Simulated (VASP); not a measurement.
**Ti3Si: single point with PBEsol**

Ti3Si:

```
CELL_PARAMETERS angstrom
0.00000 6.28871 6.28871
6.28871 0.00000 6.28871
3.14436 3.14436 0.00000
ATOMIC_POSITIONS crystal
Ti 0.37500 0.37500 0.75000
Ti 0.12500 0.12500 0.25000
Ti 0.00000 0.00000 0.00000
Ti 0.37500 0.87500 0.75000
Ti 0.12500 0.62500 0.25000
Ti 0.00000 0.50000 0.00000
Ti 0.87500 0.37500 0.75000
Ti 0.62500 0.12500 0.25000
Ti 0.50000 0.00000 0.00000
Ti 0.87500 0.87500 0.75000
Ti 0.62500 0.62500 0.25000
Ti 0.50000 0.50000 0.00000
Si 0.25000 0.25000 0.50000
Si 0.25000 0.75000 0.50000
Si 0.75000 0.25000 0.50000
Si 0.75000 0.75000 0.50000
```

| Item | Value |
| --- | --- |
| Program | VASP 6.6.1 |
| Task | single point |
| Functional | PBEsol |
| Potentials or basis | VASP PAW PBE potentials, release 64 (Ti_sv, Si) |
| Cutoff | 500 eV |
| k mesh | 2 × 2 × 4 |
| Occupations | fermi-dirac, width 0.05 eV |
| Spin | no spin polarisation |
| Dipole correction | no |
| Further INCAR settings | ALGO = Normal; EDIFF = 1e-06; NBANDS = 94 |

- Pressure: -4.9 GPa
- Band gap on the k mesh: zero (bands 80 and 81 overlap by 0.18 eV)

Levels at points of the mesh, in eV from the Fermi level:
| k point | band 78 | band 79 | band 80 | band 81 | band 82 | band 83 |
| --- | --- | --- | --- | --- | --- | --- |
| (0.00, 0.00, 0.00) | -0.17 | -0.17 | -0.17 | -0.17 | -0.03 | -0.03 |
| (0.50, 0.00, 0.00) | -0.16 | -0.16 | -0.16 | 0.01 | 0.01 | 0.19 |
| (0.50, 0.50, 0.00) | -0.23 | -0.04 | -0.04 | -0.04 | -0.04 | 0.21 |
| (0.00, 0.00, 0.50) | -0.21 | -0.21 | -0.21 | -0.17 | -0.17 | -0.17 |
| (0.50, 0.00, 0.50) | 0.01 | 0.01 | 0.01 | 0.19 | 0.19 | 0.19 |
| (0.50, 0.50, 0.50) | -0.23 | 0.01 | 0.01 | 0.21 | 0.21 | 0.50 |

Wall time 4.8 min on 1 thread of AMD EPYC 7R13 Processor (Zen 3), with other jobs on the host, peak memory 0.43 GiB.

Caveat: the k points lie up to 0.43 Å⁻¹ apart; the PAW data sets were made with another functional, which shifts forces and pressure a little.
